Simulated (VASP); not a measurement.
Wanted: the native input for a VASP 6.6.1 run.

```yaml
Task: single point
Functional: r2SCAN
Potentials_or_basis: VASP PAW PBE potentials, release 64 (Al, N)
Cutoff: 520 eV
k_mesh: 8 × 8 × 4
Occupations: gaussian, width 0.01 eV
Spin: no spin polarisation
Dipole_correction: no
Further_INCAR_settings: ALGO = Normal; EDIFF = 1e-07; NBANDS = 16
```

Crystal: AlN.

```xyz
4
Lattice="3.0976 0.0000 0.0000 -1.5488 2.6826 0.0000 0.0000 0.0000 4.9609" Properties=species:S:1:pos:R:3 pbc="T T T"
Al    0.0000    1.7884   -0.0044
Al    1.5488    0.8942    2.4761
N     0.0000    1.7884    1.8895
N     1.5488    0.8942    4.3700
```

One way to write it, as run:

POSCAR

```
AlN
1.0
    3.0976320730      0.0000000000      0.0000000000
   -1.5488160365      2.6826280668      0.0000000000
    0.0000000000      0.0000000000      4.9609329061
Al N
2 2
Direct
    0.3333333333      0.6666666667     -0.0008828270
    0.6666666667      0.3333333333      0.4991171730
    0.3333333333      0.6666666667      0.3808828270
    0.6666666667      0.3333333333      0.8808828270
```

INCAR.step1

```
  PREC = Accurate
  ENCUT = 520
  ISMEAR = 0
  SIGMA = 0.01
  LREAL = False
  LASPH = True
  NELM = 60
  NBANDS = 16
  GGA = PE
  ALGO = Normal
  EDIFF = 1E-4
  LWAVE = True
  LCHARG = False
```

INCAR.step2

```
  PREC = Accurate
  ENCUT = 520
  EDIFF = 1E-7
  ISMEAR = 0
  SIGMA = 0.01
  LREAL = False
  LASPH = True
  NELM = 60
  ALGO = Normal
  ISIF = 2
  LWAVE = False
  LCHARG = True
  METAGGA = R2SCAN
  LMIXTAU = True
  LELF = True
  LVHAR = True
  NBANDS = 16
  ISTART = 1
```

KPOINTS

```
Automatic mesh
0
Gamma
  8 8 4
```

Potentials or basis: VASP PAW PBE potentials, release 64 (Al, N).

Launch:

```sh
$ cat potpaw_PBE.64/Al/POTCAR potpaw_PBE.64/N/POTCAR > POTCAR
$ cp INCAR.step1 INCAR
$ mpirun -np 1 vasp_std > vasp.out
$ cp INCAR.step2 INCAR
$ mpirun -np 1 vasp_std > vasp.out
```

Results of the run:

```yaml
Pressure: 1.6 GPa
Largest_force: 0.003 eV/Å
Band_gap_on_the_k_mesh: 5.00 eV, direct
```

Caveat: the PAW data sets were made with another functional, which shifts forces and pressure a little.

Run time: 67 s on 1 thread of Intel(R) Xeon(R) Platinum 8375C CPU @ 2.90GHz (Ice Lake) (shared host), peak memory 0.16 GiB.
